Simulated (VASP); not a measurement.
# MgO (Fm-3m) in VASP: further runs

Runs on MgO. Level: PBE+D3(BJ). Tasks: single point.

Program: VASP 6.6.1. These are calculated values, not measurements. Logs are shortened: lines on timing, memory, paths and dates and some standing lists are left out, and cuts for length are marked.

### Step 1. The cell of the first run

It takes space group Fm-3m (No. 225, cubic). Conventional cell: a = 4.220 Å, b = 4.220 Å, c = 4.220 Å, α = 90.00°, β = 90.00°, γ = 90.00°. Mg (site symmetry m-3m) has 6 O at 2.11 Å within 2.8 Å. Within 2.8 Å of O (site symmetry m-3m) lie 6 Mg at 2.11 Å.

### Step 2. Single point, PBE+D3(BJ)

INCAR reads:

```
ALGO     = Normal         # electronic algorithm
EDIFF    = 1E-6           # SCF threshold, eV
ENCUT    = 840            # plane-wave cutoff, eV
GGA      = PE             # functional
GGA_COMPAT= F            
ISIF     = 2              # what is computed and relaxed
ISMEAR   = 0              # smearing method
IVDW     = 12             # dispersion correction
LASPH    = T              # aspherical terms in the spheres
LCHARG   = F              # write CHGCAR
LREAL    = F              # projectors in reciprocal space
LWAVE    = F              # write WAVECAR
NBANDS   = 15             # bands
NELM     = 120            # most SCF steps
PREC     = Accurate       # precision mode
SIGMA    = 0.1            # smearing width, eV
```

KPOINTS reads:

```
k-points
0
Gamma
  8 8 8
```

POSCAR reads:

```
MgO
1.0
    0.0000000000      2.1100000000      2.1100000000
    2.1100000000      0.0000000000      2.1100000000
    2.1100000000      2.1100000000      0.0000000000
Mg O
1 1
Direct
    0.0000000000      0.0000000000      0.0000000000
    0.5000000000      0.5000000000      0.5000000000
```

Potentials or basis: VASP PAW PBE potentials, release 64 (Mg_sv, O).

Started as:

```sh
> cat potpaw_PBE.64/Mg_sv/POTCAR potpaw_PBE.64/O/POTCAR > POTCAR
> mpirun -np 1 vasp_std > vasp.out
```

OUTCAR:

```text
EDIFF = 1E-6
   ENCUT = 840
   GGA = PE
   ISIF = 2
   ISMEAR = 0
   IVDW = 12
   LASPH = T
   LREAL = F
   NELM = 120
   PREC = Accurate
 IVDW          = 12

 ion  position               nearest neighbor table
   1  0.000  0.000  0.000-   2 2.11   2 2.11   2 2.11   2 2.11   2 2.11   2 2.11
   2  0.500  0.500  0.500-   1 2.11   1 2.11   1 2.11   1 2.11   1 2.11   1 2.11

  LATTYP: Found a face centered cubic cell.
 ALAT       =     4.2200000000

  Lattice vectors:

 A1 = (   0.0000000000,   2.1100000000,   2.1100000000)
 A2 = (   2.1100000000,   0.0000000000,   2.1100000000)
 A3 = (   2.1100000000,   2.1100000000,   0.0000000000)

Analysis of symmetry for initial positions (statically):
=====================================================================
 Subroutine PRICEL returns:
 Original cell was already a primitive cell.

 Routine SETGRP: Setting up the symmetry group for a
 face centered cubic supercell.

 Subroutine GETGRP returns: Found 48 space group operations
 (whereof 48 operations were pure point group operations)
 out of a pool of 48 trial point group operations.

The static configuration has the point symmetry O_h .

Analysis of symmetry for dynamics (positions and initial velocities):
=====================================================================
 Subroutine PRICEL returns:
 Original cell was already a primitive cell.

 Routine SETGRP: Setting up the symmetry group for a
 face centered cubic supercell.

 Subroutine GETGRP returns: Found 48 space group operations
 (whereof 48 operations were pure point group operations)
 out of a pool of 48 trial point group operations.

The dynamic configuration has the point symmetry O_h .

 Subroutine INISYM returns: Found 48 space group operations
 (whereof 48 operations are pure point group operations),
 and found     1 'primitive' translations

----------------------------------------------------------------------------------------

                                     Primitive cell

  volume of cell :      18.7879

  direct lattice vectors                    reciprocal lattice vectors
     0.000000000  2.110000000  2.110000000    -0.236966825  0.236966825  0.236966825
     2.110000000  0.000000000  2.110000000     0.236966825 -0.236966825  0.236966825
     2.110000000  2.110000000  0.000000000     0.236966825  0.236966825 -0.236966825

  length of vectors
     2.983990617  2.983990617  2.983990617     0.410438580  0.410438580  0.410438580

  position of ions in fractional coordinates (direct lattice)
     0.000000000  0.000000000  0.000000000
     0.500000000  0.500000000  0.500000000

  ion indices of the primitive-cell ions
   primitive index   ion index
                 1           1
                 2           2

----------------------------------------------------------------------------------------

 KPOINTS: k-points

Automatic generation of k-mesh.
 Grid dimensions read from file:
 generate k-points for:    8    8    8

 Generating k-lattice:

  Cartesian coordinates                     Fractional coordinates (reciprocal lattice)
    -0.029620853  0.029620853  0.029620853     0.125000000  0.000000000  0.000000000
     0.029620853 -0.029620853  0.029620853     0.000000000  0.125000000  0.000000000
     0.029620853  0.029620853 -0.029620853     0.000000000  0.000000000  0.125000000

  Length of vectors
     0.051304822  0.051304822  0.051304822

  Shift w.r.t. Gamma in fractional coordinates (k-lattice)
     0.000000000  0.000000000  0.000000000

 Subroutine IBZKPT returns following result:
 ===========================================

 Found     29 irreducible k-points:

 Following reciprocal coordinates:
            Coordinates               Weight
  0.000000  0.000000  0.000000      1.000000
  0.125000  0.000000  0.000000      8.000000
  0.250000  0.000000  0.000000      8.000000
  0.375000  0.000000  0.000000      8.000000
  0.500000  0.000000  0.000000      4.000000
  0.125000  0.125000  0.000000      6.000000
[... 16 lines left out ...]
  0.500000  0.250000  0.125000     48.000000
 -0.375000  0.250000  0.125000     24.000000
 [... further k-points ...]
   k-points           NKPTS =     29   k-points in BZ     NKDIM =     29   number of bands    NBANDS=     15
   number of dos      NEDOS =    301   number of ions     NIONS =      2
   total plane-waves  NPLWV =  21952
   dimension x,y,z NGX =    28 NGY =   28 NGZ =   28
   dimension x,y,z NGXF=    56 NGYF=   56 NGZF=   56
   ions per type =               1   1
   NGX,Y,Z   is equivalent  to a cutoff of  15.60, 15.60, 15.60 a.u.
   NGXF,Y,Z  is equivalent  to a cutoff of  31.20, 31.20, 31.20 a.u.
 SYSTEM =  unknown system
   PREC   = accura    normal or accurate (medium, high low for compatibility)
   ISTART =      0    job   : 0-new  1-cont  2-samecut
   ICHARG =      2    charge: 1-file 2-atom 10-const
   ISPIN  =      1    spin polarized calculation?
   LNONCOLLINEAR =      F non collinear calculations
   LSORBIT =      F    spin-orbit coupling
   LASPH  =      T    aspherical Exc in radial PAW
   ENCUT  =  840.0 eV  61.74 Ry    7.86 a.u.   7.05  7.05  7.05*2*pi/ulx,y,z
   NELM   =    120;   NELMIN=  2; NELMDL= -5     # of ELM steps
   EDIFF  = 0.1E-05   stopping-criterion for ELM
   LREAL  =      F    real-space projection
   EDIFFG = 0.1E-04   stopping-criterion for IOM
   NSW    =      0    number of steps for IOM
   IBRION =     -1    ionic relax: 0-MD 1-quasi-New 2-CG
   NFREE  =      0    steps in history (QN), initial steepest desc. (CG)
   ISIF   =      2    stress and relaxation
   ISYM   =      2    0-nonsym 1-usesym 2-fastsym
   POTIM  = 0.5000    time-step for ionic-motion
   TEBEG  =    0.0;   TEEND  =   0.0 temperature during run
   PSTRESS=    0.0 pullay stress
   NELECT =      16.0000    total number of electrons
   NUPDOWN=      -1.0000    fix difference up-down
   EMIN   =  10.00;   EMAX   =-10.00  energy-range for DOS
   EFERMI =   0.00;   METHOD = LEGACY
   ISMEAR =     0;   SIGMA  =   0.10  broadening in eV -4-tet -1-fermi 0-gaus
   EFERMI_NEDOS =   21; number of points for ismear=-14 and -15
   IALGO  =     38    algorithm
   IMIX   =      4    mixing-type and parameters
     AMIX     =   0.40;   BMIX     =  1.00
     AMIX_MAG =   1.60;   BMIX_MAG =  1.00
  volume/ion in A,a.u.               =       9.39        63.39
  Fermi-wavevector in a.u.,A,eV,Ry     =   1.551752  2.932386 32.761943  2.407935
  Thomas-Fermi vector in A             =   2.656226
   LORBIT       =      0    0 simple, 1 ext, 2 COOP (PROOUT), +10 PAW based schemes
   GGA     = PE    functional components
   LHFCALC =     F    Hartree Fock is set to
   AEXX    =    0.0000 exact exchange contribution
   IVDW    =    12    specifies the selected vdW correction
   LEPSILON=     F    determine dielectric tensor
   LRPA    =     F    only Hartree local field effects (RPA)
 non-spin polarized calculation
 Gauss-broadening in eV      SIGMA  =   0.10
  energy-cutoff  :      840.00
  volume of cell :       18.79
 maximum number of plane-waves:      1056
   NGX = 15   NGY = 15   NGZ = 15

 number of electron      15.9999995 magnetization

 Free energy of the ion-electron system (eV)
  ---------------------------------------------------
  ext. energy  EPLUGINS =         0.00000000
  ---------------------------------------------------
  free energy    TOTEN  =       -11.87795719 eV

  energy without entropy =      -11.87795719  energy(sigma->0) =      -11.87795719

 E-fermi :   3.4007     XC(G=0): -11.3627

 val. band max:        2.8749267432   @ k =   0.0000   0.0000   0.0000
 cond. band min:       7.5600891984   @ k =   0.0000   0.0000   0.0000
 fundamental gap:      4.6851624552
 Fermi energy:         3.4007005122

 k-point     1 :       0.0000    0.0000    0.0000
  band No.  band energies     occupation
      1     -69.4127      2.00000
      2     -36.1381      2.00000
      3     -36.1381      2.00000
      4     -36.1381      2.00000
      5     -14.3449      2.00000
      6       2.8749      2.00000
      7       2.8749      2.00000
      8       2.8749      2.00000
      9       7.5601      0.00000
     10      18.6488      0.00000
     11      18.6488      0.00000
     12      18.6488      0.00000
     13      22.5469      0.00000
     14      24.3215      0.00000
     15      24.3215      0.00000

 k-point     2 :       0.1250    0.0000    0.0000
  band No.  band energies     occupation
      1     -69.4112      2.00000
      2     -36.1506      2.00000
      3     -36.1393      2.00000
      4     -36.1393      2.00000
      5     -14.1788      2.00000
      6       1.9251      2.00000
      7       2.7727      2.00000
      8       2.7727      2.00000
      9       8.4738      0.00000
     10      16.9715      0.00000
     11      19.0049      0.00000
     12      19.0049      0.00000
     13      23.3565      0.00000
     14      23.3565      0.00000
     15      24.7007      0.00000

 k-point     3 :       0.2500    0.0000    0.0000
  band No.  band energies     occupation
      1     -69.4084      2.00000
      2     -36.1808      2.00000
      3     -36.1424      2.00000
      4     -36.1424      2.00000
      5     -13.7488      2.00000
      6       0.2316      2.00000
      7       2.5367      2.00000
      8       2.5367      2.00000
      9       9.9225      0.00000
     10      15.4209      0.00000
     11      19.4939      0.00000
     12      19.4939      0.00000
     13      22.9641      0.00000
     14      22.9641      0.00000
     15      24.8297      0.00000
[... 343 lines left out ...]
 k-point    23 :       0.5000    0.2500    0.1250
  band No.  band energies     occupation
      1     -69.4039      2.00000
      2     -36.2025      2.00000
      3     -36.1654      2.00000
      4     -36.1513      2.00000
      5     -13.0764      2.00000
      6      -0.8024      2.00000
      7       1.1683      2.00000
      8       2.0153      2.00000
      9      12.3306      0.00000
     10      14.4955      0.00000
     11      16.7646      0.00000
     12      19.9714      0.00000
     13      22.5091      0.00000
     14      25.2199      0.00000
     15      28.8416      0.00000

 k-point    24 :      -0.3750    0.2500    0.1250
  band No.  band energies     occupation
      1     -69.4030      2.00000
      2     -36.2093      2.00000
      3     -36.1675      2.00000
      4     -36.1539      2.00000
      5     -12.9111      2.00000
      6      -1.0908      2.00000
      7       0.9624      2.00000
      8       1.8970      2.00000
      9      12.5139      0.00000
     10      15.0282      0.00000
     11      16.3366      0.00000
     12      19.7255      0.00000
     13      23.3447      0.00000
     14      24.8934      0.00000
     15      28.9782      0.00000

 [... further k-points ...]

------------------------ aborting loop because EDIFF is reached ----------------------------------------

 Edisp (eV)   -0.58282

 E8    (eV) :    -0.2282

  FORCE on cell =-STRESS in cart. coord.  units (eV):
  Direction    XX          YY          ZZ          XY          YZ          ZX
  --------------------------------------------------------------------------------------
  -------------------------------------------------------------------------------------
  Total      -0.15047    -0.15047    -0.15047    -0.00000    -0.00000     0.00000
  in kB     -12.83159   -12.83159   -12.83159    -0.00000    -0.00000     0.00000
  external pressure =      -12.83 kB  Pullay stress =        0.00 kB

 VOLUME and BASIS-vectors are now :
 -----------------------------------------------------------------------------
  energy-cutoff  :      840.00
  volume of cell :       18.79
      direct lattice vectors                 reciprocal lattice vectors
     0.000000000  2.110000000  2.110000000    -0.236966825  0.236966825  0.236966825
     2.110000000  0.000000000  2.110000000     0.236966825 -0.236966825  0.236966825
     2.110000000  2.110000000  0.000000000     0.236966825  0.236966825 -0.236966825

 POSITION                                       TOTAL-FORCE (eV/Angst)
 -----------------------------------------------------------------------------------
      0.00000      0.00000      0.00000        -0.000000     -0.000000     -0.000000
      2.11000      2.11000      2.11000         0.000000      0.000000      0.000000
 -----------------------------------------------------------------------------------
    total drift:                                0.000000      0.000000      0.000000

  FREE ENERGIE OF THE ION-ELECTRON SYSTEM (eV)
  ---------------------------------------------------
  free  energy   TOTEN  =       -12.4607723716 eV

  energy  without entropy=      -12.4607723716  energy(sigma->0) =      -12.46077237
```

It took 12 s on 1 thread of Intel Xeon Platinum 8375C at 2.90GHz (Ice Lake), shared host; peak memory 0.16 GiB.

What came out:

* Free energy: -12.4608 eV
* Pressure: -1.3 GPa
* Band gap on the k mesh: 4.69 eV
* Dispersion energy per atom: -0.291 eV

Levels at points of the mesh, in eV from the valence-band top:
```
           k point  band 5  band 6  band 7  band 8  band 9  band 10  band 11  band 12
(0.00, 0.00, 0.00)  -17.22    0.00    0.00    0.00    4.69    15.77    15.77    15.77
(0.50, 0.00, 0.00)  -15.92   -4.58   -0.65   -0.65    7.87    12.55    16.27    16.27
(0.50, 0.50, 0.00)  -15.71   -4.03   -1.33   -1.33    9.12     9.94    13.04    18.91
```

### Step 3. Single point, PBE+D3(BJ)

This run uses another cell than the first one, of 9.32 Å³/atom.

INCAR reads:

```
PREC = Accurate
ENCUT = 840
EDIFF = 1E-6
ISMEAR = 0
SIGMA = 0.02
LREAL = False
LASPH = True
NELM = 120
ALGO = Normal
ISIF = 2
LWAVE = False
LCHARG = False
GGA = PE
IVDW = 12
NBANDS = 15
GGA_COMPAT = False
```

KPOINTS reads:

```
Automatic mesh
0
Gamma
  10 10 10
```

POSCAR reads:

```
MgO
1.0
    0.0000000000      2.1041871137      2.1041871137
    2.1041871137      0.0000000000      2.1041871137
    2.1041871137      2.1041871137      0.0000000000
Mg O
1 1
Direct
    0.0000000000      0.0000000000      0.0000000000
    0.5000000000      0.5000000000      0.5000000000
```

Potentials or basis: VASP PAW PBE potentials, release 64 (Mg_sv, O).

Started as:

```sh
> cat potpaw_PBE.64/Mg_sv/POTCAR potpaw_PBE.64/O/POTCAR > POTCAR
> mpirun -np 1 vasp_std > vasp.out
```

Wall time 19 s (1 thread of Intel Xeon Platinum 8375C at 2.90GHz (Ice Lake), shared host); peak memory 0.17 GiB.

The run converged. Its results:

| Property | Result |
| --- | --- |
| Free energy | -12.4608 eV |
| Pressure | 0.0 GPa |
| Band gap on the k mesh | 4.77 eV |
| Dispersion energy per atom | -0.294 eV |

Levels at points of the mesh, in eV from the valence-band top:
| k point | band 6 | band 7 | band 8 | band 9 | band 10 | band 11 |
| --- | --- | --- | --- | --- | --- | --- |
| (0.00, 0.00, 0.00) | 0.00 | 0.00 | 0.00 | 4.77 | 15.82 | 15.82 |
| (0.50, 0.00, 0.00) | -4.62 | -0.66 | -0.66 | 7.92 | 12.65 | 16.36 |
| (0.50, 0.50, 0.00) | -4.06 | -1.34 | -1.34 | 9.13 | 10.03 | 13.13 |

### Step 4. Single point, PBE+D3(BJ)

This run uses another cell than the first one, of 9.32 Å³/atom.

INCAR reads:

```
SYSTEM = MgO
PREC     = Accurate       ! precision mode
ENCUT    = 840            ! plane-wave cutoff, eV
EDIFF    = 1E-6           ! SCF threshold, eV
ISMEAR   = 0              ! smearing method
SIGMA    = 0.02           ! smearing width, eV
LREAL    = .FALSE.        ! projectors in reciprocal space
LASPH    = .TRUE.         ! aspherical terms in the spheres
NELM     = 120            ! most SCF steps
ALGO     = Normal         ! electronic algorithm
ISIF     = 2              ! what is computed and relaxed
LWAVE    = .FALSE.        ! write WAVECAR
LCHARG   = .FALSE.        ! write CHGCAR
GGA      = PE             ! functional
IVDW     = 12             ! dispersion correction
NBANDS   = 15             ! bands
GGA_COMPAT= .FALSE.
```

KPOINTS reads:

```
Automatic mesh
0
G
  10 10 10
  0 0 0
```

POSCAR is that of step 3.

Potentials or basis: VASP PAW PBE potentials, release 64 (Mg_sv, O).

Started as:

```sh
> cat potpaw_PBE.64/Mg_sv/POTCAR potpaw_PBE.64/O/POTCAR > POTCAR
> mpirun -np 1 vasp_std > vasp.out
```

OUTCAR:

```text
SYSTEM = MgO
   PREC = Accurate
   ENCUT = 840
   EDIFF = 1E-6
   ISMEAR = 0
   LREAL = .FALSE.
   LASPH = .TRUE.
   NELM = 120
   ISIF = 2
   GGA = PE
   IVDW = 12
 IVDW          = 12

 ion  position               nearest neighbor table
   1  0.000  0.000  0.000-   2 2.10   2 2.10   2 2.10   2 2.10   2 2.10   2 2.10
   2  0.500  0.500  0.500-   1 2.10   1 2.10   1 2.10   1 2.10   1 2.10   1 2.10

  LATTYP: Found a face centered cubic cell.
 ALAT       =     4.2083742274

  Lattice vectors:

 A1 = (   0.0000000000,   2.1041871137,   2.1041871137)
 A2 = (   2.1041871137,   0.0000000000,   2.1041871137)
 A3 = (   2.1041871137,   2.1041871137,   0.0000000000)

[... 616 lines left out ...]

 Edisp (eV)   -0.58780

 E8    (eV) :    -0.2302

  FORCE on cell =-STRESS in cart. coord.  units (eV):
  Direction    XX          YY          ZZ          XY          YZ          ZX
  --------------------------------------------------------------------------------------
  -------------------------------------------------------------------------------------
  Total       0.00244     0.00244     0.00244     0.00000     0.00000     0.00000
  in kB       0.20944     0.20944     0.20944     0.00000     0.00000     0.00000
  external pressure =        0.21 kB  Pullay stress =        0.00 kB

 VOLUME and BASIS-vectors are now :
 -----------------------------------------------------------------------------
  energy-cutoff  :      840.00
  volume of cell :       18.63
      direct lattice vectors                 reciprocal lattice vectors
     0.000000000  2.104187114  2.104187114    -0.237621453  0.237621453  0.237621453
     2.104187114  0.000000000  2.104187114     0.237621453 -0.237621453  0.237621453
     2.104187114  2.104187114  0.000000000     0.237621453  0.237621453 -0.237621453

 POSITION                                       TOTAL-FORCE (eV/Angst)
 -----------------------------------------------------------------------------------
      0.00000      0.00000      0.00000        -0.000000      0.000000      0.000000
      2.10419      2.10419      2.10419         0.000000     -0.000000     -0.000000
 -----------------------------------------------------------------------------------
    total drift:                                0.000000      0.000000      0.000000

  FREE ENERGIE OF THE ION-ELECTRON SYSTEM (eV)
  ---------------------------------------------------
  free  energy   TOTEN  =       -12.4608440407 eV

  energy  without entropy=      -12.4608440407  energy(sigma->0) =      -12.46084404
```

Run time: 18 s. Hardware: 1 thread of Intel Xeon Platinum 8259CL at 2.50GHz (Skylake/Cascade Lake), shared host; peak memory 0.17 GiB.

What came out:

| Quantity | Value |
| --- | --- |
| Free energy | -12.4608 eV |
| Pressure | 0.0 GPa |
| Band gap on the k mesh | 4.77 eV |
| Dispersion energy per atom | -0.294 eV |
